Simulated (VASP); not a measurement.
# LuPbBr5 (P4/mmm) in VASP: notebook

Runs on LuPbBr5. Level: PBEsol. Tasks: single point, relaxation of cell and atoms.

Everything below comes from runs of VASP 6.6.1. Logs are shortened: lines on timing, memory, paths and dates and some standing lists are left out, and cuts for length are marked.

### Step 1. The cell of the first run

It takes space group P4/mmm (No. 123, tetragonal). Conventional cell: a = 4.778 Å, b = 4.778 Å, c = 8.229 Å, α = 90.00°, β = 90.00°, γ = 90.00°. Lu (site symmetry 4/mmm) has 8 Br at 2.90 Å within 3.8 Å. Within 4.4 Å of Pb (site symmetry 4/mmm) lie 12 Br at 3.38 to 3.43 Å. Within 4.4 Å of Br (site symmetry 4/mmm) lie 4 Pb at 3.38 Å and 8 Br at 3.43 Å and 2 Lu at 4.11 Å. Br (site symmetry 2mm) has 2 Lu at 2.90 Å and 7 Br at 3.29 to 3.43 Å and 2 Pb at 3.43 Å within 3.8 Å.

### Step 2. Single point, PBEsol

INCAR

```
SYSTEM = LuPbBr5
ALGO = Normal
EDIFF = 1E-7
ENCUT = 520
GGA = PS
ISIF = 2
ISMEAR = -1
LASPH = .True.
LCHARG = .False.
LREAL = .False.
LWAVE = .False.
NBANDS = 46
NELM = 60
PREC = Accurate
SIGMA = 0.03
```

KPOINTS

```
k-points
0
Gamma
  4 4 2
  0 0 0
```

POSCAR

```
LuPbBr5
1.0
    4.7776556713      0.0000000000      0.0000000000
    0.0000000000      4.7776556713      0.0000000000
    0.0000000000      0.0000000000      8.2286683891
Lu Pb Br
1 1 5
Direct
    0.0000000000      0.0000000000      0.5000000000
    0.5000000000      0.5000000000      0.0000000000
    0.0000000000      0.0000000000      0.0000000000
    0.5000000000      0.0000000000      0.7000644567
    0.0000000000      0.5000000000      0.7000644567
    0.5000000000      0.0000000000      0.2999355433
    0.0000000000      0.5000000000      0.2999355433
```

Potentials or basis: VASP PAW PBE potentials, release 64 (Lu, Pb_d, Br).

Started as:

```sh
$ cat potpaw_PBE.64/Lu/POTCAR potpaw_PBE.64/Pb_d/POTCAR potpaw_PBE.64/Br/POTCAR > POTCAR
$ mpirun -np 1 vasp_std > vasp.out
```

OUTCAR:

```text
SYSTEM = LuPbBr5
   EDIFF = 1E-7
   ENCUT = 520
   GGA = PS
   ISIF = 2
   ISMEAR = -1
   LASPH = .True.
   LREAL = .False.
   NELM = 60
   PREC = Accurate

 ion  position               nearest neighbor table
   1  0.000  0.000  0.500-   4 2.90   5 2.90   6 2.90   7 2.90   5 2.90   7 2.90   4 2.90   6 2.90

   2  0.500  0.500  0.000-   3 3.38   3 3.38   3 3.38   3 3.38   7 3.43   4 3.43   4 3.43   6 3.43
                             5 3.43   5 3.43   7 3.43   6 3.43
   3  0.000  0.000  0.000-   2 3.38   2 3.38   2 3.38   2 3.38
   4  0.500  0.000  0.700-   1 2.90   1 2.90   2 3.43   2 3.43
   5  0.000  0.500  0.700-   1 2.90   1 2.90   2 3.43   2 3.43
   6  0.500  0.000  0.300-   1 2.90   1 2.90   2 3.43   2 3.43
   7  0.000  0.500  0.300-   1 2.90   1 2.90   2 3.43   2 3.43

  LATTYP: Found a simple tetragonal cell.
 ALAT       =     4.7776556713
 C/A-ratio  =     1.7223234480

  Lattice vectors:

 A1 = (   4.7776556713,   0.0000000000,   0.0000000000)
 A2 = (   0.0000000000,   4.7776556713,   0.0000000000)
 A3 = (   0.0000000000,   0.0000000000,   8.2286683891)

Analysis of symmetry for initial positions (statically):
=====================================================================
 Subroutine PRICEL returns:
 Original cell was already a primitive cell.

 Routine SETGRP: Setting up the symmetry group for a
 simple tetragonal supercell.

 Subroutine GETGRP returns: Found 16 space group operations
 (whereof 16 operations were pure point group operations)
 out of a pool of 16 trial point group operations.

The static configuration has the point symmetry D_4h.

Analysis of symmetry for dynamics (positions and initial velocities):
=====================================================================
 Subroutine PRICEL returns:
 Original cell was already a primitive cell.

 Routine SETGRP: Setting up the symmetry group for a
 simple tetragonal supercell.

 Subroutine GETGRP returns: Found 16 space group operations
 (whereof 16 operations were pure point group operations)
 out of a pool of 16 trial point group operations.

The dynamic configuration has the point symmetry D_4h.

 Subroutine INISYM returns: Found 16 space group operations
 (whereof 16 operations are pure point group operations),
 and found     1 'primitive' translations

----------------------------------------------------------------------------------------

                                     Primitive cell

  volume of cell :     187.8275

  direct lattice vectors                    reciprocal lattice vectors
     4.777655671  0.000000000  0.000000000     0.209307675  0.000000000  0.000000000
     0.000000000  4.777655671  0.000000000     0.000000000  0.209307675  0.000000000
     0.000000000  0.000000000  8.228668389     0.000000000  0.000000000  0.121526346

  length of vectors
     4.777655671  4.777655671  8.228668389     0.209307675  0.209307675  0.121526346

  position of ions in fractional coordinates (direct lattice)
     0.000000000  0.000000000  0.500000000
     0.500000000  0.500000000  0.000000000
     0.000000000  0.000000000  0.000000000
     0.500000000  0.000000000  0.700064457
     0.000000000  0.500000000  0.700064457
     0.500000000  0.000000000  0.299935543
     0.000000000  0.500000000  0.299935543

  ion indices of the primitive-cell ions
   primitive index   ion index
                 1           1
                 2           2
                 3           3
                 4           4
                 5           5
                 6           6
                 7           7

----------------------------------------------------------------------------------------

 KPOINTS: k-points

Automatic generation of k-mesh.
 Grid dimensions read from file:
 generate k-points for:    4    4    2

 Generating k-lattice:

  Cartesian coordinates                     Fractional coordinates (reciprocal lattice)
     0.052326919  0.000000000  0.000000000     0.250000000  0.000000000  0.000000000
     0.000000000  0.052326919  0.000000000     0.000000000  0.250000000  0.000000000
     0.000000000  0.000000000  0.060763173     0.000000000  0.000000000  0.500000000

  Length of vectors
     0.052326919  0.052326919  0.060763173

  Shift w.r.t. Gamma in fractional coordinates (k-lattice)
     0.000000000  0.000000000  0.000000000

 Subroutine IBZKPT returns following result:
 ===========================================

 Found     12 irreducible k-points:

 Following reciprocal coordinates:
            Coordinates               Weight
  0.000000  0.000000  0.000000      1.000000
  0.250000  0.000000  0.000000      4.000000
  0.500000  0.000000  0.000000      2.000000
  0.250000  0.250000  0.000000      4.000000
  0.500000  0.250000  0.000000      4.000000
  0.500000  0.500000  0.000000      1.000000
  0.000000  0.000000  0.500000      1.000000
  0.250000  0.000000  0.500000      4.000000
  0.500000  0.000000  0.500000      2.000000
  0.250000  0.250000  0.500000      4.000000
  0.500000  0.250000  0.500000      4.000000
  0.500000  0.500000  0.500000      1.000000
   k-points           NKPTS =     12   k-points in BZ     NKDIM =     12   number of bands    NBANDS=     46
   number of dos      NEDOS =    301   number of ions     NIONS =      7
   total plane-waves  NPLWV =  82944
   dimension x,y,z NGX =    36 NGY =   36 NGZ =   64
   dimension x,y,z NGXF=    72 NGYF=   72 NGZF=  128
   ions per type =               1   1   5
   NGX,Y,Z   is equivalent  to a cutoff of  12.53, 12.53, 12.93 a.u.
   NGXF,Y,Z  is equivalent  to a cutoff of  25.05, 25.05, 25.86 a.u.
 SYSTEM =  LuPbBr5
   PREC   = accura    normal or accurate (medium, high low for compatibility)
   ISTART =      0    job   : 0-new  1-cont  2-samecut
   ICHARG =      2    charge: 1-file 2-atom 10-const
   ISPIN  =      1    spin polarized calculation?
   LNONCOLLINEAR =      F non collinear calculations
   LSORBIT =      F    spin-orbit coupling
   LASPH  =      T    aspherical Exc in radial PAW
   ENCUT  =  520.0 eV  38.22 Ry    6.18 a.u.   8.88  8.88 15.30*2*pi/ulx,y,z
   NELM   =     60;   NELMIN=  2; NELMDL= -5     # of ELM steps
   EDIFF  = 0.1E-06   stopping-criterion for ELM
   LREAL  =      F    real-space projection
   EDIFFG = 0.1E-05   stopping-criterion for IOM
   NSW    =      0    number of steps for IOM
   IBRION =     -1    ionic relax: 0-MD 1-quasi-New 2-CG
   NFREE  =      0    steps in history (QN), initial steepest desc. (CG)
   ISIF   =      2    stress and relaxation
   ISYM   =      2    0-nonsym 1-usesym 2-fastsym
   POTIM  = 0.5000    time-step for ionic-motion
   TEBEG  =    0.0;   TEEND  =   0.0 temperature during run
   PSTRESS=    0.0 pullay stress
   NELECT =      74.0000    total number of electrons
   NUPDOWN=      -1.0000    fix difference up-down
   EMIN   =  10.00;   EMAX   =-10.00  energy-range for DOS
   EFERMI =   0.00;   METHOD = LEGACY
   ISMEAR =    -1;   SIGMA  =   0.03  broadening in eV -4-tet -1-fermi 0-gaus
   EFERMI_NEDOS =   21; number of points for ismear=-14 and -15
   IALGO  =     38    algorithm
   IMIX   =      4    mixing-type and parameters
     AMIX     =   0.40;   BMIX     =  1.00
     AMIX_MAG =   1.60;   BMIX_MAG =  1.00
  volume/ion in A,a.u.               =      26.83       181.07
  Fermi-wavevector in a.u.,A,eV,Ry     =   1.200141  2.267938 19.596998  1.440339
  Thomas-Fermi vector in A             =   2.335985
   LORBIT       =      0    0 simple, 1 ext, 2 COOP (PROOUT), +10 PAW based schemes
   GGA     = PS    functional components
   LHFCALC =     F    Hartree Fock is set to
   AEXX    =    0.0000 exact exchange contribution
   IVDW    =     0    specifies the selected vdW correction
   LEPSILON=     F    determine dielectric tensor
   LRPA    =     F    only Hartree local field effects (RPA)
 non-spin polarized calculation
  energy-cutoff  :      520.00
  volume of cell :      187.83
 maximum number of plane-waves:      5088
 NGX is ok and might be reduce to    36
   NGX = 17   NGY = 17   NGZ = 31

 number of electron      73.9999994 magnetization

 Free energy of the ion-electron system (eV)
  ---------------------------------------------------
  ext. energy  EPLUGINS =         0.00000000
  ---------------------------------------------------
  free energy    TOTEN  =       -26.47669386 eV

  energy without entropy =      -26.47669386  energy(sigma->0) =      -26.47669386

 E-fermi :   3.4782     XC(G=0):  -9.7058

 val. band max:        2.8105434346   @ k =   0.5000   0.5000   0.5000
 cond. band min:       4.1751675545   @ k =   0.5000   0.0000   0.0000
 fundamental gap:      1.3646241199
 Fermi energy:         3.4782042467

 k-point     1 :       0.0000    0.0000    0.0000
  band No.  band energies     occupation
      1     -53.4177      2.00000
      2     -24.0795      2.00000
      3     -24.0462      2.00000
      4     -24.0462      2.00000
      5     -14.2912      2.00000
      6     -14.2810      2.00000
[... 38 lines left out ...]
     45       8.0793      0.00000
     46       8.0797      0.00000

 k-point     2 :       0.2500    0.0000    0.0000
  band No.  band energies     occupation
      1     -53.4177      2.00000
      2     -24.0774      2.00000
      3     -24.0553      2.00000
      4     -24.0459      2.00000
      5     -14.2870      2.00000
      6     -14.2828      2.00000
[... 38 lines left out ...]
     45       8.1452      0.00000
     46       8.3521      0.00000

 k-point     3 :       0.5000    0.0000    0.0000
  band No.  band energies     occupation
      1     -53.4176      2.00000
      2     -24.0754      2.00000
      3     -24.0644      2.00000
      4     -24.0456      2.00000
      5     -14.2889      2.00000
      6     -14.2833      2.00000
[... 38 lines left out ...]
     45       8.3727      0.00000
     46       8.7563      0.00000

 k-point     4 :       0.2500    0.2500    0.0000
  band No.  band energies     occupation
      1     -53.4176      2.00000
      2     -24.0754      2.00000
      3     -24.0550      2.00000
      4     -24.0549      2.00000
      5     -14.2837      2.00000
      6     -14.2829      2.00000
[... 38 lines left out ...]
     45       8.1666      0.00000
     46       8.2558      0.00000

 k-point     5 :       0.5000    0.2500    0.0000
  band No.  band energies     occupation
      1     -53.4176      2.00000
      2     -24.0734      2.00000
      3     -24.0640      2.00000
      4     -24.0546      2.00000
      5     -14.2886      2.00000
      6     -14.2823      2.00000
[... 38 lines left out ...]
     45       7.9805      0.00000
     46       8.5685      0.00000

 k-point     6 :       0.5000    0.5000    0.0000
  band No.  band energies     occupation
      1     -53.4175      2.00000
      2     -24.0715      2.00000
      3     -24.0637      2.00000
      4     -24.0637      2.00000
      5     -14.2883      2.00000
      6     -14.2883      2.00000
[... 38 lines left out ...]
     45       7.8490      0.00000
     46       8.6813      0.00000

 k-point     7 :       0.0000    0.0000    0.5000
  band No.  band energies     occupation
      1     -53.4177      2.00000
      2     -24.0795      2.00000
      3     -24.0462      2.00000
      4     -24.0462      2.00000
      5     -14.2910      2.00000
      6     -14.2809      2.00000
[... 38 lines left out ...]
     45       8.5721      0.00000
     46       8.5725      0.00000

 k-point     8 :       0.2500    0.0000    0.5000
  band No.  band energies     occupation
      1     -53.4177      2.00000
      2     -24.0774      2.00000
      3     -24.0553      2.00000
      4     -24.0459      2.00000
      5     -14.2869      2.00000
      6     -14.2833      2.00000
[... 38 lines left out ...]
     45       8.5343      0.00000
     46       8.5448      0.00000

 k-point     9 :       0.5000    0.0000    0.5000
  band No.  band energies     occupation
      1     -53.4176      2.00000
      2     -24.0754      2.00000
      3     -24.0644      2.00000
      4     -24.0456      2.00000
      5     -14.2898      2.00000
      6     -14.2833      2.00000
[... 38 lines left out ...]
     45       8.5473      0.00000
     46       8.7751      0.00000

 k-point    10 :       0.2500    0.2500    0.5000
  band No.  band energies     occupation
      1     -53.4176      2.00000
      2     -24.0754      2.00000
      3     -24.0550      2.00000
      4     -24.0549      2.00000
      5     -14.2837      2.00000
      6     -14.2833      2.00000
[... 38 lines left out ...]
     45       7.8565      0.00000
     46       8.0742      0.00000

 k-point    11 :       0.5000    0.2500    0.5000
  band No.  band energies     occupation
      1     -53.4176      2.00000
      2     -24.0735      2.00000
      3     -24.0640      2.00000
      4     -24.0546      2.00000
      5     -14.2892      2.00000
      6     -14.2825      2.00000
[... 38 lines left out ...]
     45       7.7585      0.00000
     46       8.5487      0.00000

 k-point    12 :       0.5000    0.5000    0.5000
  band No.  band energies     occupation
      1     -53.4175      2.00000
      2     -24.0715      2.00000
      3     -24.0637      2.00000
      4     -24.0637      2.00000
      5     -14.2886      2.00000
      6     -14.2886      2.00000
[... 38 lines left out ...]
     45       7.8890      0.00000
     46       9.0438      0.00000

------------------------ aborting loop because EDIFF is reached ----------------------------------------

  FORCE on cell =-STRESS in cart. coord.  units (eV):
  Direction    XX          YY          ZZ          XY          YZ          ZX
  --------------------------------------------------------------------------------------
  -------------------------------------------------------------------------------------
  Total        0.0847702      0.0847702      0.0769209      0.0000000      0.0000000      0.0000000
  in kB        0.7230934      0.7230934      0.6561391      0.0000000      0.0000000      0.0000000
  external PRESSURE =       0.7007753 kB  Pullay stress =       0.0000000 kB

 VOLUME and BASIS-vectors are now :
 -----------------------------------------------------------------------------
  energy-cutoff  :      520.00
  volume of cell :      187.83
      direct lattice vectors                 reciprocal lattice vectors
     4.777655671  0.000000000  0.000000000     0.209307675  0.000000000  0.000000000
     0.000000000  4.777655671  0.000000000     0.000000000  0.209307675  0.000000000
     0.000000000  0.000000000  8.228668389     0.000000000  0.000000000  0.121526346

 POSITION                                       TOTAL-FORCE (eV/Angst)
 -----------------------------------------------------------------------------------
      0.00000      0.00000      4.11433         0.000000      0.000000      0.000000
      2.38883      2.38883      0.00000         0.000000      0.000000      0.000000
      0.00000      0.00000      0.00000         0.000000      0.000000      0.000000
      2.38883      0.00000      5.76060         0.000000      0.000000      0.016053
      0.00000      2.38883      5.76060         0.000000      0.000000      0.016053
      2.38883      0.00000      2.46807        -0.000000     -0.000000     -0.016053
      0.00000      2.38883      2.46807        -0.000000     -0.000000     -0.016053
 -----------------------------------------------------------------------------------
    total drift:                                0.000000      0.000000      0.000000

  FREE ENERGIE OF THE ION-ELECTRON SYSTEM (eV)
  ---------------------------------------------------
  free  energy   TOTEN  =       -26.4766938630 eV

  energy  without entropy=      -26.4766938629  energy(sigma->0) =      -26.47669386
```

Wall time 59 s (1 thread of Intel Xeon 6975P-C (Granite Rapids), shared host); peak memory 0.33 GiB.

What came out:

- Free energy: -26.4767 eV
- Pressure: 0.1 GPa
- Largest force: 0.016 eV/Å
- Band gap on the k mesh: 1.36 eV (least direct gap 1.43 eV)

Forces on the atoms (eV/Å):
```
Lu   0.000  0.000  0.000
Pb   0.000  0.000  0.000
Br   0.000  0.000  0.000
Br   0.000  0.000  0.016
Br   0.000  0.000  0.016
Br   0.000  0.000 -0.016
Br   0.000  0.000 -0.016
```

Caveat: the PAW data sets were made with another functional, which shifts forces and pressure a little; spin-orbit coupling is left out, which moves the levels of the heavy elements. A k mesh can miss the band edges.

### Step 3. Relaxation of cell and atoms, PBEsol

This run uses another cell than the first one, of 33.90 Å³/atom.

INCAR

```
  PREC = Accurate
  ENCUT = 600
  EDIFF = 1E-7
  ISMEAR = -1
  SIGMA = 0.03
  LREAL = F
  LASPH = T
  NELM = 100
  ALGO = Normal
  ISIF = 3
  LWAVE = F
  LCHARG = F
  GGA = PS
  IBRION = 2
  NSW = 100
  EDIFFG = -0.01
```

KPOINTS

```
Automatic mesh
0
Gamma
  4 4 2
```

POSCAR

```
LuPbBr5
1.0
    5.1448468900      0.0000000000      0.0000000000
    0.0000000000      5.1448468900      0.0000000000
    0.0000000000      0.0000000000      8.9643044600
Lu Pb Br
1 1 5
Direct
    0.0000000000      0.0000000000      0.5000000000
    0.5000000000      0.5000000000      0.0000000000
    0.0000000000      0.0000000000      0.0000000000
    0.5000000000      0.0000000000      0.7047851500
    0.0000000000      0.5000000000      0.7047851500
    0.5000000000      0.0000000000      0.2952148500
    0.0000000000      0.5000000000      0.2952148500
```

Potentials or basis: VASP PAW PBE potentials, release 64 (Lu, Pb_d, Br).

Started as:

```sh
$ cat potpaw_PBE.64/Lu/POTCAR potpaw_PBE.64/Pb_d/POTCAR potpaw_PBE.64/Br/POTCAR > POTCAR
$ mpirun -np 1 vasp_std > vasp.out
```

It took 11 min on 1 thread of Intel Xeon 6975P-C (Granite Rapids), shared host; peak memory 0.49 GiB.

It converged, with:

| Quantity | Value |
| --- | --- |
| Free energy | -26.4813 eV |
| Relaxed volume | 26.86 Å³/atom |
| Relaxed cell | a = 4.782 Å, b = 4.782 Å, c = 8.224 Å, α = 90.00°, β = 90.00°, γ = 90.00° |
| Space group after relaxing (to 0.1 Å) | P4/mmm (No. 123) |
| Energy gained by relaxing | 196.3 meV/atom |
| Ionic steps | 7 |
| Pressure after relaxing | 0.0 GPa |
| Largest force after relaxing | 0.004 eV/Å |
| Band gap on the k mesh | 1.38 eV (least direct gap 1.45 eV) |

Forces on the atoms (eV/Å):
```
Lu   0.000  0.000  0.000
Pb   0.000  0.000  0.000
Br   0.000  0.000  0.000
Br   0.000  0.000 -0.004
Br   0.000  0.000 -0.004
Br   0.000  0.000  0.004
Br   0.000  0.000  0.004
```

The path:
| step | energy change (eV) | largest force (eV/Å) | pressure (GPa) | volume (Å³) |
| --- | --- | --- | --- | --- |
| 1 | 0.0000 | 0.6229 | -6.88 | 237.28 |
| 2 | -1.3641 | 0.1245 | -0.71 | 190.74 |
| 3 | -1.3716 | 0.0750 | -0.03 | 187.96 |
| 4 | -1.3712 | 0.0582 | 0.23 | 187.05 |
| 5 | -1.3735 | 0.0352 | -0.03 | 188.10 |
| 6 | -1.3736 | 0.0291 | -0.10 | 188.38 |
| 7 | -1.3739 | 0.0039 | 0.00 | 188.03 |

Final structure:
```
Lu Pb Br
1.0
     4.78157    0.00000    0.00000
     0.00000    4.78157    0.00000
     0.00000    0.00000    8.22400
Lu Pb Br
1 1 5
Direct
  0.00000 0.00000 0.50000
  0.50000 0.50000 0.00000
  0.00000 0.00000 0.00000
  0.50000 0.00000 0.70045
  0.00000 0.50000 0.70045
  0.50000 0.00000 0.29955
  0.00000 0.50000 0.29955
```

Levels at points of the mesh, in eV from the valence-band top:
```csv
k point,band 35,band 36,band 37,band 38,band 39,band 40
"(0.00, 0.00, 0.00)",-0.84,-0.84,-0.54,2.22,2.52,2.97
"(0.50, 0.00, 0.00)",-1.34,-1.09,-0.07,1.38,1.81,3.04
"(0.50, 0.50, 0.00)",-0.48,-0.25,0.00,2.73,2.87,3.46
"(0.00, 0.00, 0.50)",-0.97,-0.89,-0.89,1.55,2.97,2.98
"(0.50, 0.00, 0.50)",-1.50,-0.86,-0.53,2.19,2.38,2.76
"(0.50, 0.50, 0.50)",-0.49,-0.25,0.00,1.45,3.29,3.79
```

Caveat: the volume moved by over 15 % at a fixed basis, so the end points are rough; the PAW data sets were made with another functional, which shifts forces and pressure a little; spin-orbit coupling is left out, which moves the levels of the heavy elements. A k mesh can miss the band edges.
